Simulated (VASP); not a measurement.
TiC (NiAs type): relaxation of cell and atoms with PBE

TiC (NiAs type):

```xyz
4
Lattice="3.4670 0.0000 0.0000 -1.7335 3.0025 0.0000 0.0000 0.0000 5.3739" Properties=species:S:1:pos:R:3 pbc="T T T"
Ti    0.0000    0.0000    0.0000
Ti    0.0000    0.0000    2.6869
C     0.0000    2.0017    1.3435
C     1.7335    1.0008    4.0304
```

```json
{
 "Program": "VASP 6.6.1",
 "Task": "relaxation of cell and atoms",
 "Functional": "PBE",
 "Potentials or basis": "VASP PAW PBE potentials, release 64 (Ti_sv, C)",
 "Cutoff": "600 eV",
 "k mesh": "10 × 10 × 6",
 "Occupations": "fermi-dirac, width 0.05 eV",
 "Spin": "no spin polarisation",
 "Dipole correction": "no",
 "Further INCAR settings": "ALGO = Normal; EDIFF = 1e-06; IBRION = 2; EDIFFG = -0.005; NSW = 60; ISIF = 3"
}
```

```yaml
Relaxed_volume: 10.78 Å³/atom
Relaxed_cell: a = 3.042 Å, b = 3.042 Å, c = 5.380 Å, α = 90.00°, β = 90.00°, γ = 120.00°
Space_group_after_relaxing_to_0.1_Å: P6_3/mmc (No. 194)
Energy_gained_by_relaxing: 540.4 meV/atom
Ionic_steps: 6
Pressure_after_relaxing: 0.0 GPa
Band_gap_on_the_k_mesh: zero (bands 16 and 17 overlap by 1.31 eV)
```

Step by step:
```csv
step,energy change (eV),largest force (eV/Å),pressure (GPa),volume (Å³)
1,0.0000,0.0000,-31.31,55.94
2,-1.1280,0.0000,54.59,36.27
3,-2.1169,0.0000,2.75,42.81
4,-2.1176,0.0000,4.07,42.57
5,-2.1412,0.0000,-2.58,43.50
6,-2.1615,0.0000,-0.02,43.12
```

Final structure:
```
Ti C
1.0
     3.04204    0.00000    0.00000
    -1.52102    2.63449    0.00000
     0.00000    0.00000    5.38034
Ti C
2 2
Direct
  0.00000 0.00000 0.00000
  0.00000 0.00000 0.50000
  0.33333 0.66667 0.25000
  0.66667 0.33333 0.75000
```

Levels at points of the mesh, in eV from the Fermi level:
| k point | band 14 | band 15 | band 16 | band 17 | band 18 | band 19 |
| --- | --- | --- | --- | --- | --- | --- |
| (0.00, 0.00, 0.00) | -1.01 | 1.20 | 1.20 | 1.21 | 1.21 | 1.33 |
| (0.50, 0.00, 0.00) | -2.28 | -1.30 | -0.90 | 0.54 | 1.39 | 2.92 |
| (0.00, 0.00, 0.50) | -1.07 | -1.07 | -1.07 | 1.91 | 1.91 | 1.91 |
| (0.50, 0.00, 0.50) | -1.93 | -1.32 | -1.32 | 0.71 | 0.71 | 3.24 |

Wall time 11 min on 1 thread of Intel Xeon 8259CL, with other jobs on the host, peak memory 0.25 GiB.

Caveat: the volume moved by over 15 % at a fixed basis, so the end points are rough.
